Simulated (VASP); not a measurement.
# SiC (Cm) in VASP: a series of runs

SiC is run at these levels: r2SCAN; tasks: single point.

Program: VASP 6.6.1. These are calculated values, not measurements. Logs are shortened: lines on timing, memory, paths and dates and some standing lists are left out, and cuts for length are marked.

### Step 1. The cell of the first run

Symmetry: Cm, No. 8, monoclinic system. Conventional cell: a = 5.325 Å, b = 3.075 Å, c = 3.075 Å, α = 90.00°, β = 125.26°, γ = 90.00°. Si (site symmetry m) has 3 C at 1.54 to 1.94 Å within 2.0 Å. Within 2.0 Å of C (site symmetry m) lie 3 Si at 1.54 to 1.94 Å.

### Step 2. Single point, r2SCAN (atom 1 (Si) moved by (-0.450, +0.000) A along [1 1 0] and z)

POSCAR

```
SiC
1.0
    0.0000000000      2.1740000000      2.1740000000
    2.1740000000      0.0000000000      2.1740000000
    2.1740000000      2.1740000000      0.0000000000
Si C
1 1
Direct
    0.0000000000      0.0000000000     -0.1463652491
    0.7500000000      0.7500000000      0.7500000000
```

INCAR.step1

```
PREC = Accurate ; ENCUT = 520
ISMEAR = 0 ; SIGMA = 0.05
LREAL = F ; LASPH = T
NELM = 60 ; NBANDS = 11
GGA = PE ; ALGO = Normal
EDIFF = 1E-4 ; LWAVE = T
LCHARG = F
```

INCAR.step2

```
PREC = Accurate ; ENCUT = 520
EDIFF = 1E-6 ; ISMEAR = 0
SIGMA = 0.05 ; LREAL = F
LASPH = T ; NELM = 60
ALGO = Normal ; ISIF = 2
LWAVE = F ; LCHARG = F
METAGGA = R2SCAN ; LMIXTAU = T
NBANDS = 11 ; ISTART = 1
```

KPOINTS

```
regular mesh
0
Gamma
  12 12 12
```

Potentials or basis: VASP PAW PBE potentials, release 64 (Si, C).

Launch:

```sh
> cat potpaw_PBE.64/Si/POTCAR potpaw_PBE.64/C/POTCAR > POTCAR
> cp INCAR.step1 INCAR
> mpirun -np 1 vasp_std > vasp.out
> cp INCAR.step2 INCAR
> mpirun -np 1 vasp_std > vasp.out
```

OUTCAR:

```text
PREC = Accurate
   ENCUT = 520
   EDIFF = 1E-6
   ISMEAR = 0
   LREAL = F
   LASPH = T
   NELM = 60
   ISIF = 2
   METAGGA = R2SCAN
   ISTART = 1

 ion  position               nearest neighbor table
   1  0.000  0.000  0.854-   2 1.54   2 1.94   2 1.94   2 2.27
   2  0.750  0.750  0.750-   1 1.54   1 1.94   1 1.94   1 2.27

  LATTYP: Found a face centered cubic cell.
 ALAT       =     4.3480000000

  Lattice vectors:

 A1 = (   0.0000000000,   2.1740000000,   2.1740000000)
 A2 = (   2.1740000000,   0.0000000000,   2.1740000000)
 A3 = (   2.1740000000,   2.1740000000,   0.0000000000)

Analysis of symmetry for initial positions (statically):
=====================================================================
 Subroutine PRICEL returns:
 Original cell was already a primitive cell.

 Routine SETGRP: Setting up the symmetry group for a
 face centered cubic supercell.

 Subroutine GETGRP returns: Found  2 space group operations
 (whereof  2 operations were pure point group operations)
 out of a pool of 48 trial point group operations.

The static configuration has the point symmetry C_1h.

Analysis of symmetry for dynamics (positions and initial velocities):
=====================================================================
 Subroutine PRICEL returns:
 Original cell was already a primitive cell.

 Routine SETGRP: Setting up the symmetry group for a
 face centered cubic supercell.

 Subroutine GETGRP returns: Found  2 space group operations
 (whereof  2 operations were pure point group operations)
 out of a pool of 48 trial point group operations.

The dynamic configuration has the point symmetry C_1h.

 Subroutine INISYM returns: Found  2 space group operations
 (whereof  2 operations are pure point group operations),
 and found     1 'primitive' translations

----------------------------------------------------------------------------------------

                                     Primitive cell

  volume of cell :      20.5498

  direct lattice vectors                    reciprocal lattice vectors
     0.000000000  2.174000000  2.174000000    -0.229990800  0.229990800  0.229990800
     2.174000000  0.000000000  2.174000000     0.229990800 -0.229990800  0.229990800
     2.174000000  2.174000000  0.000000000     0.229990800  0.229990800 -0.229990800

  length of vectors
     3.074500285  3.074500285  3.074500285     0.398355752  0.398355752  0.398355752

  position of ions in fractional coordinates (direct lattice)
     0.000000000  0.000000000  0.853634751
     0.750000000  0.750000000  0.750000000

  ion indices of the primitive-cell ions
   primitive index   ion index
                 1           1
                 2           2

----------------------------------------------------------------------------------------

 KPOINTS: regular mesh

Automatic generation of k-mesh.
 Grid dimensions read from file:
 generate k-points for:   12   12   12

 Generating k-lattice:

  Cartesian coordinates                     Fractional coordinates (reciprocal lattice)
    -0.019165900  0.019165900  0.019165900     0.083333333  0.000000000  0.000000000
     0.019165900 -0.019165900  0.019165900     0.000000000  0.083333333  0.000000000
     0.019165900  0.019165900 -0.019165900     0.000000000  0.000000000  0.083333333

  Length of vectors
     0.033196313  0.033196313  0.033196313

  Shift w.r.t. Gamma in fractional coordinates (k-lattice)
     0.000000000  0.000000000  0.000000000

 Subroutine IBZKPT returns following result:
 ===========================================

 Found    476 irreducible k-points:

 Following reciprocal coordinates:
            Coordinates               Weight
  0.000000  0.000000  0.000000      1.000000
  0.083333  0.000000  0.000000      4.000000
  0.000000  0.000000  0.083333      2.000000
  0.083333  0.083333  0.083333      2.000000
  0.166667  0.000000  0.000000      4.000000
  0.000000  0.000000  0.166667      2.000000
[... 16 lines left out ...]
  0.000000  0.166667  0.083333      4.000000
  0.083333  0.000000  0.166667      4.000000
 [... further k-points ...]
   k-points           NKPTS =    476   k-points in BZ     NKDIM =    476   number of bands    NBANDS=     11
   number of dos      NEDOS =    301   number of ions     NIONS =      2
   total plane-waves  NPLWV =  13824
   dimension x,y,z NGX =    24 NGY =   24 NGZ =   24
   dimension x,y,z NGXF=    48 NGYF=   48 NGZF=   48
   ions per type =               1   1
   NGX,Y,Z   is equivalent  to a cutoff of  12.98, 12.98, 12.98 a.u.
   NGXF,Y,Z  is equivalent  to a cutoff of  25.95, 25.95, 25.95 a.u.
 SYSTEM =  unknown system
   PREC   = accura    normal or accurate (medium, high low for compatibility)
   ISTART =      1    job   : 0-new  1-cont  2-samecut
   ICHARG =      0    charge: 1-file 2-atom 10-const
   ISPIN  =      1    spin polarized calculation?
   LNONCOLLINEAR =      F non collinear calculations
   LSORBIT =      F    spin-orbit coupling
[... 62 lines left out ...]
      3       8.0647      2.00000
      4       9.3098      0.52733
      5      14.1227      0.00000
      6      15.5065      0.00000
      7      16.3839      0.00000
      8      17.3070      0.00000
      9      22.9289      0.00000
     10      23.1824      0.00000
     11      23.8137      0.00000

 k-point     2 :       0.0833    0.0000    0.0000
  band No.  band energies     occupation
      1      -8.1550      2.00000
      2       5.6430      2.00000
      3       7.5850      2.00000
      4       9.1999      1.98671
      5      14.2783      0.00000
      6      15.4139      0.00000
      7      16.2847      0.00000
      8      17.9022      0.00000
      9      22.2727      0.00000
     10      22.6614      0.00000
     11      24.3657      0.00000

 k-point     3 :       0.0000    0.0000    0.0833
  band No.  band energies     occupation
      1      -8.1588      2.00000
      2       5.7699      2.00000
      3       7.9997      2.00000
      4       8.4519      2.00000
      5      14.5565      0.00000
      6      15.5001      0.00000
      7      16.2594      0.00000
      8      17.5926      0.00000
      9      22.6628      0.00000
     10      22.8938      0.00000
     11      23.8347      0.00000

 k-point     4 :       0.0833    0.0833    0.0833
  band No.  band energies     occupation
      1      -8.1509      2.00000
      2       5.3769      2.00000
      3       7.9327      2.00000
      4       9.1713      1.99898
      5      14.3718      0.00000
      6      15.8719      0.00000
      7      16.1414      0.00000
      8      17.5159      0.00000
      9      21.8123      0.00000
     10      22.3478      0.00000
     11      24.8798      0.00000

 k-point     5 :       0.1667    0.0000    0.0000
  band No.  band energies     occupation
      1      -7.7438      2.00000
      2       4.7837      2.00000
      3       6.7121      2.00000
      4       8.9802      2.00000
      5      14.0467      0.00000
      6      15.9083      0.00000
      7      16.2017      0.00000
      8      18.6402      0.00000
      9      21.5975      0.00000
     10      22.5632      0.00000
     11      24.0116      0.00000
[... 211 lines left out ...]
 k-point    21 :       0.0000    0.0833    0.0833
  band No.  band energies     occupation
      1      -8.1086      2.00000
      2       5.5596      2.00000
      3       7.6578      2.00000
      4       8.8584      2.00000
      5      14.4955      0.00000
      6      15.1840      0.00000
      7      16.7155      0.00000
      8      17.7436      0.00000
      9      21.4196      0.00000
     10      23.3026      0.00000
     11      24.6236      0.00000

 k-point    22 :       0.1667    0.0833    0.0000
  band No.  band energies     occupation
      1      -7.7881      2.00000
      2       4.9203      2.00000
      3       7.0158      2.00000
      4       8.6484      2.00000
      5      14.4417      0.00000
      6      15.2432      0.00000
      7      16.5017      0.00000
      8      18.3452      0.00000
      9      20.8116      0.00000
     10      23.3928      0.00000
     11      25.1016      0.00000

 k-point    23 :       0.0000    0.1667    0.0833
  band No.  band energies     occupation
      1      -7.7842      2.00000
      2       4.9212      2.00000
      3       6.7498      2.00000
      4       8.9519      2.00000
      5      14.2046      0.00000
      6      15.2627      0.00000
      7      16.7019      0.00000
      8      18.7480      0.00000
      9      20.8481      0.00000
     10      22.9819      0.00000
     11      24.7099      0.00000

 k-point    24 :       0.0833    0.0000    0.1667
  band No.  band energies     occupation
      1      -7.7962      2.00000
      2       5.2693      2.00000
      3       7.2412      2.00000
      4       7.7296      2.00000
      5      14.5451      0.00000
      6      15.4261      0.00000
      7      16.9662      0.00000
      8      17.9703      0.00000
      9      20.8712      0.00000
     10      23.5657      0.00000
     11      24.6540      0.00000

 [... further k-points ...]

------------------------ aborting loop because EDIFF is reached ----------------------------------------

  FORCE on cell =-STRESS in cart. coord.  units (eV):
  Direction    XX          YY          ZZ          XY          YZ          ZX
  --------------------------------------------------------------------------------------
  -------------------------------------------------------------------------------------
  Total        2.3679789      2.3679789      6.3518262      3.5109075      3.8560622      3.8560584
  in kB      184.6204423    184.6204423    495.2227372    273.7293466    300.6394734    300.6391769
  external PRESSURE =     288.1545406 kB  Pullay stress =       0.0000000 kB

 VOLUME and BASIS-vectors are now :
 -----------------------------------------------------------------------------
  energy-cutoff  :      520.00
  volume of cell :       20.55
      direct lattice vectors                 reciprocal lattice vectors
     0.000000000  2.174000000  2.174000000    -0.229990800  0.229990800  0.229990800
     2.174000000  0.000000000  2.174000000     0.229990800 -0.229990800  0.229990800
     2.174000000  2.174000000  0.000000000     0.229990800  0.229990800 -0.229990800

 POSITION                                       TOTAL-FORCE (eV/Angst)
 -----------------------------------------------------------------------------------
      1.85580      1.85580      0.00000         7.234099      7.234099      7.779647
      3.26100      3.26100      3.26100        -7.234099     -7.234099     -7.779647
 -----------------------------------------------------------------------------------
    total drift:                                0.000234      0.000234      0.000001

  FREE ENERGIE OF THE ION-ELECTRON SYSTEM (eV)
  ---------------------------------------------------
  free  energy   TOTEN  =       -17.1627730244 eV

  energy  without entropy=      -17.1627297620  energy(sigma->0) =      -17.16275139
```

Wall time 3.6 min (1 thread of Intel Xeon Platinum 8375C at 2.90GHz (Ice Lake), shared host); peak memory 0.22 GiB.

Results:

```
Free energy            : -17.1628 eV
Pressure               : 28.8 GPa
Largest force          : 12.853 eV/Å
Band gap on the k mesh : zero (bands 4 and 5 overlap by 0.20 eV)
```

Forces on the atoms (eV/Å):
```
Si   7.234  7.234  7.780
C   -7.234 -7.234 -7.780
```

Stress tensor (GPa, compression positive):
```
18.46 27.37 30.06
27.37 18.46 30.06
30.06 30.06 49.52
```

Levels at points of the mesh, in eV from the Fermi level:
```csv
k point,band 1,band 2,band 3,band 4,band 5,band 6,band 7,band 8,band 9
"(0.00, 0.00, 0.00)",-17.58,-3.42,-1.22,0.02,4.84,6.22,7.10,8.02,13.64
"(0.50, 0.00, 0.00)",-14.09,-10.08,-3.70,-0.87,3.62,5.16,7.90,9.88,14.52
"(0.00, 0.00, 0.50)",-14.39,-9.15,-3.98,-1.96,4.61,4.85,7.16,9.46,14.65
"(0.50, 0.50, 0.50)",-13.63,-11.14,-2.60,-1.27,4.28,6.24,8.12,8.92,14.42
"(0.50, 0.50, 0.00)",-12.71,-9.56,-4.57,-3.73,-0.18,2.86,12.35,14.54,15.70
"(0.00, 0.50, 0.50)",-12.77,-9.24,-5.15,-3.93,0.07,3.20,12.77,14.35,14.64
```

Caveat: the cell differs from its parent crystal (atom 1 (Si) moved by (-0.450, +0.000) A along [1 1 0] and z); the cell stands under pressure; semilocal functionals underestimate gaps, so a narrow gap can read as zero; the PAW data sets were made with another functional, which shifts forces and pressure a little.

### Step 3. Single point, r2SCAN (atom 1 (Si) moved by (-0.225, -0.450) A along [1 1 0] and z)

POSCAR: that of step 2 with these lines changed.

```diff
@@ -8,3 +8,3 @@
 Direct
-    0.0000000000      0.0000000000     -0.1463652491
+   -0.1034958602     -0.1034958602      0.0303132356
     0.7500000000      0.7500000000      0.7500000000
```

INCAR.step1

```
SYSTEM = SiC
PREC = Accurate
ENCUT = 520
ISMEAR = 0
SIGMA = 0.05
LREAL = .FALSE.
LASPH = .TRUE.
NELM = 100
NBANDS = 11
GGA = PE
ALGO = Normal
EDIFF = 1E-4
LWAVE = .TRUE.
LCHARG = .FALSE.
```

INCAR.step2

```
SYSTEM = SiC
PREC = Accurate
ENCUT = 520
EDIFF = 1E-7
ISMEAR = 0
SIGMA = 0.05
LREAL = .FALSE.
LASPH = .TRUE.
NELM = 100
ALGO = Normal
ISIF = 2
LWAVE = .FALSE.
LCHARG = .TRUE.
METAGGA = R2SCAN
LMIXTAU = .TRUE.
LELF = .TRUE.
LVHAR = .TRUE.
NBANDS = 11
ISTART = 1
```

KPOINTS

```
Automatic mesh
0
G
  12 12 12
  0 0 0
```

Potentials or basis: VASP PAW PBE potentials, release 64 (Si, C).

Launch:

```sh
> cat potpaw_PBE.64/Si/POTCAR potpaw_PBE.64/C/POTCAR > POTCAR
> cp INCAR.step1 INCAR
> mpirun -np 1 vasp_std > vasp.out
> cp INCAR.step2 INCAR
> mpirun -np 1 vasp_std > vasp.out
```

Run time: 3.3 min. Hardware: 1 thread of Intel Xeon Platinum 8375C at 2.90GHz (Ice Lake), shared host; peak memory 0.22 GiB.

The run converged. Its results:

```
Free energy            : -15.8578 eV
Pressure               : 46.4 GPa
Largest force          : 18.802 eV/Å
Band gap on the k mesh : zero (bands 4 and 5 overlap by 0.01 eV)
```

Forces on the atoms (eV/Å):
```
Si   11.166  11.166  10.206
C   -11.166 -11.166 -10.206
```

Stress tensor (GPa, compression positive):
```
60.76 58.63 40.18
58.63 60.76 40.18
40.18 40.18 17.70
```

Levels at points of the mesh, in eV from the Fermi level:
```
           k point  band 1  band 2  band 3  band 4  band 5  band 6  band 7  band 8
(0.00, 0.00, 0.00)  -17.35   -3.60   -0.60   -0.03    4.88    6.77    7.03    8.63
(0.50, 0.00, 0.00)  -14.14   -9.13   -4.05   -1.01    4.03    5.32    7.91   10.03
(0.00, 0.00, 0.50)  -13.83  -10.08   -2.91   -0.82    3.52    4.94    8.01   10.87
(0.50, 0.50, 0.50)  -13.44  -10.93   -2.19   -1.28    4.62    6.46    8.01    9.35
(0.50, 0.50, 0.00)  -12.70   -8.67   -5.37   -3.76    0.34    3.97   13.04   13.78
(0.00, 0.50, 0.50)  -12.62   -9.24   -3.99   -3.79   -0.01    2.99   11.88   14.84
```

Caveat: the cell differs from its parent crystal (atom 1 (Si) moved by (-0.225, -0.450) A along [1 1 0] and z); the cell stands under pressure; semilocal functionals underestimate gaps, so a narrow gap can read as zero; the PAW data sets were made with another functional, which shifts forces and pressure a little.

### Step 4. Single point, r2SCAN (atom 1 (Si) moved by (-0.225, +0.000) A along [1 1 0] and z)

POSCAR: that of step 3 with these lines changed.

```diff
@@ -8,3 +8,3 @@
 Direct
-   -0.1034958602     -0.1034958602      0.0303132356
+    0.0000000000      0.0000000000     -0.0731826245
     0.7500000000      0.7500000000      0.7500000000
```

INCAR.step1

```
SYSTEM = SiC
PREC = Accurate
ENCUT = 520
ISMEAR = 0
SIGMA = 0.05
LREAL = .False.
LASPH = .True.
NELM = 100
NBANDS = 11
GGA = PE
ALGO = Normal
EDIFF = 1E-4
LWAVE = .True.
LCHARG = .False.
```

INCAR.step2

```
SYSTEM = SiC
PREC = Accurate
ENCUT = 520
EDIFF = 1E-6
ISMEAR = 0
SIGMA = 0.05
LREAL = .False.
LASPH = .True.
NELM = 100
ALGO = Normal
ISIF = 2
LWAVE = .False.
LCHARG = .True.
METAGGA = R2SCAN
LMIXTAU = .True.
LELF = .True.
LVHAR = .True.
NBANDS = 11
ISTART = 1
```

KPOINTS

```
Automatic mesh
0
Gamma
  12 12 12
  0 0 0
```

Launch:

```sh
> cat potpaw_PBE.64/Si/POTCAR potpaw_PBE.64/C/POTCAR > POTCAR
> cp INCAR.step1 INCAR
> mpirun -np 1 vasp_std > vasp.out
> cp INCAR.step2 INCAR
> mpirun -np 1 vasp_std > vasp.out
```

It took 3.3 min on 1 thread of Intel Xeon Platinum 8375C at 2.90GHz (Ice Lake), shared host; peak memory 0.22 GiB.

Results (log left out):

- Free energy: -18.8128 eV
- Pressure: 7.5 GPa
- Largest force: 4.998 eV/Å
- Band gap on the k mesh: 0.63 eV (least direct gap 4.55 eV)

Forces in eV/Å, atoms in the order of the input:
```
Si   3.290  3.290  1.827
C   -3.290 -3.290 -1.827
```

Stress tensor (GPa, compression positive):
```
 5.69  7.56 11.12
 7.56  5.69 11.12
11.12 11.12 11.23
```

Levels at points of the mesh, in eV from the valence-band top:
| k point | band 1 | band 2 | band 3 | band 4 | band 5 | band 6 | band 7 | band 8 | band 9 |
| --- | --- | --- | --- | --- | --- | --- | --- | --- | --- |
| (0.00, 0.00, 0.00) | -17.20 | -2.11 | -0.92 | 0.00 | 5.73 | 6.82 | 6.83 | 7.60 | 14.24 |
| (0.50, 0.00, 0.00) | -13.59 | -9.78 | -2.86 | -1.16 | 4.77 | 5.93 | 7.82 | 10.01 | 16.02 |
| (0.00, 0.00, 0.50) | -13.80 | -9.21 | -2.93 | -1.84 | 5.08 | 5.93 | 7.18 | 9.97 | 16.16 |
| (0.50, 0.50, 0.50) | -13.32 | -10.43 | -2.19 | -1.31 | 4.98 | 6.62 | 7.73 | 9.81 | 15.78 |
| (0.50, 0.50, 0.00) | -12.14 | -9.12 | -4.27 | -4.02 | 0.63 | 3.64 | 14.05 | 14.45 | 15.11 |
| (0.00, 0.50, 0.50) | -12.17 | -8.99 | -4.66 | -3.88 | 0.68 | 3.81 | 14.06 | 14.45 | 14.88 |

Caveat: the cell differs from its parent crystal (atom 1 (Si) moved by (-0.225, +0.000) A along [1 1 0] and z); the cell stands under pressure; the PAW data sets were made with another functional, which shifts forces and pressure a little. A k mesh can miss the band edges.

### Step 5. The runs side by side

| cell | gap on the mesh (eV) | pressure (GPa) | largest force (eV/Å) |
| --- | --- | --- | --- |
| as given, atomic positions A | none | 28.8 | 12.85 |
| as given, atomic positions B | none | 46.4 | 18.80 |
| as given, atomic positions C | 0.63 | 7.5 | 5.00 |

Alike in all rows: task single point; level r2SCAN; potentials or basis VASP PAW PBE potentials, release 64 (Si, C); no spin polarisation; k mesh 12 × 12 × 12; cutoff (eV) 520; smearing gaussian 0.05 eV.

Caveats: the cell stands under pressure; the PAW data sets were made with another functional, which shifts forces and pressure a little; semilocal functionals underestimate gaps, so a narrow gap can read as zero (at least some runs).

Total energies depend on the potentials used, so only differences within one code and one set of settings carry meaning.
